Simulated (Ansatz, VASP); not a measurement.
# TePb: VASP beside Ansatz

Contents of INCAR:

```
SYSTEM = TePb
ALGO     = Normal         ! electronic algorithm
EDIFF    = 1E-6           ! SCF threshold, eV
ENCUT    = 520            ! plane-wave cutoff, eV
GGA      = PE             ! functional
ISIF     = 2              ! what is computed and relaxed
ISMEAR   = -1             ! smearing method
LASPH    = .True.         ! aspherical terms in the spheres
LCHARG   = .False.        ! write CHGCAR
LREAL    = .False.        ! projectors in reciprocal space
LWAVE    = .False.        ! write WAVECAR
NBANDS   = 17             ! bands
NELM     = 60             ! most SCF steps
PREC     = Accurate       ! precision mode
SIGMA    = 0.02           ! smearing width, eV
```

File KPOINTS:

```
k-points
0
Gamma
  8 8 8
  0 0 0
```

File POSCAR:

```
TePb
1.0
    0.0000000000      3.2678368488      3.3331935858
    3.2678368488      0.0000000000      3.3331935858
    3.2678368488      3.2678368488      0.0000000000
Pb Te
1 1
Direct
    0.0000000000      0.0000000000      0.0000000000
    0.5000000000      0.5000000000      0.5000000000
```

Input for Ansatz:

```yaml
crystal:
  lattice:
    - [0.0, 3.2678368488, 3.3331935858]
    - [3.2678368488, 0.0, 3.3331935858]
    - [3.2678368488, 3.2678368488, 0.0]
  atoms:
    - { symbol: Pb, position: [0.0, 0.0, 0.0] }
    - { symbol: Te, position: [0.5, 0.5, 0.5] }
kpoints:
  mp_grid: { grid: [8, 8, 8] }
  band_path:
    path:
      - [0.0, 0.0, 0.0]
      - [0.5, 0.0, 0.5]
      - [0.625, 0.25, 0.625]
      - [0.375, 0.375, 0.75]
      - [0.5, 0.5, 0.5]
      - [0.5, 0.25, 0.75]
      - [0.0, 0.0, 0.5]
    npoints: 1
hamiltonian:
  xc: pbe
scf:
  occupations: { method: fermi_dirac, width: 0.02 }
  n_extra_bands: 4
output:
  forces: true
  stress: true
  eigenvalues: true
  write_density: true
  write_potential: true
  elf: true
  volumetric_format: npy
```

Change from the starting cell: uniaxial_z strain +2.0%.

Alike in both runs: task single point; functional PBE; k mesh 8 × 8 × 8; occupations fermi-dirac, width 0.02 eV; no spin polarisation.

|  | VASP | Ansatz |
| --- | --- | --- |
| version | VASP 6.6.1 | Ansatz 0.2.0 |
| potentials or method | VASP PAW PBE potentials, release 64 (Pb_d, Te) | plane waves, PAW |
| plane-wave cutoff (eV) | 520 | 420 |
| valence electrons in the cell | 20 | 30 |

```tsv
	VASP	Ansatz	Ansatz less VASP
gap on the k mesh at the Fermi level (eV)	0.82	0.82	-0.004
pressure (GPa)	-0.2	-0.1	+0.06
traceless stress, the component that is largest in VASP (GPa)	-1.22	-1.22	0.000
```

With one functional, cell and mesh, what is left measures potentials, basis and numerics. VASP's potentials hold 20 valence electrons a cell and Ansatz's 30, so a difference there can come from the potentials and not from the codes.

Spin-orbit coupling is off throughout.
